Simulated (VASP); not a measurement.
Ta2H: single point with PBEsol

Crystal: Ta2H.

```xyz
3
Lattice="1.6566 -2.3371 0.0000 1.6566 2.3371 0.0000 0.0000 0.0000 4.7015" Properties=species:S:1:pos:R:3 pbc="T T T"
Ta    0.8283    1.1685    1.2403
Ta    0.8283   -1.1685    3.4613
H     0.0000    0.0000    0.0000
```

```
Program                : VASP 6.6.1
Task                   : single point
Functional             : PBEsol
Potentials or basis    : VASP PAW PBE potentials, release 64 (Ta_pv, H)
Cutoff                 : 520 eV
k mesh                 : 16 × 16 × 10
Occupations            : gaussian, width 0.1 eV
Spin                   : no spin polarisation
Dipole correction      : no
Further INCAR settings : ALGO = Normal; EDIFF = 1e-07; NBANDS = 18
```

| Quantity | Value |
| --- | --- |
| Pressure | 10.3 GPa |
| Largest force | 0.018 eV/Å |
| Band gap on the k mesh | zero (an odd number of electrons rules out a gap without spin polarisation) |

Forces on the atoms (eV/Å):
```
Ta   0.000  0.000  0.018
Ta   0.000  0.000 -0.018
H    0.000  0.000  0.000
```

Levels at points of the mesh, in eV from the Fermi level:
```tsv
k point	band 8	band 9	band 10	band 11	band 12	band 13	band 14	band 15	band 16	band 17
(0.00, 0.00, 0.00)	-4.72	-3.08	-0.57	0.33	0.34	0.72	3.38	3.60	3.75	4.44
(0.50, 0.00, 0.00)	-3.37	-2.81	-1.87	-0.80	-0.80	2.94	3.14	4.53	4.56	7.80
(0.50, 0.50, 0.00)	-4.72	-4.13	-2.39	0.02	3.46	4.03	6.41	6.53	6.55	6.62
(0.00, 0.00, 0.50)	-5.97	-2.32	-1.16	-0.79	0.31	2.55	3.08	3.18	3.27	3.52
(0.50, 0.00, 0.50)	-4.66	-1.99	-1.88	-0.27	1.21	3.36	3.45	4.57	4.57	7.11
(0.50, 0.50, 0.50)	-3.28	-3.22	-2.23	0.44	0.44	0.79	1.64	6.45	6.92	7.15
```

Run time: 2.6 min on 1 thread of Intel(R) Xeon(R) 6975P-C (Granite Rapids), on a shared host, peak memory 0.36 GiB.

Caveat: the cell stands under pressure; the PAW data sets were made with another functional, which shifts forces and pressure a little; spin-orbit coupling is left out, which moves the levels of the heavy elements.
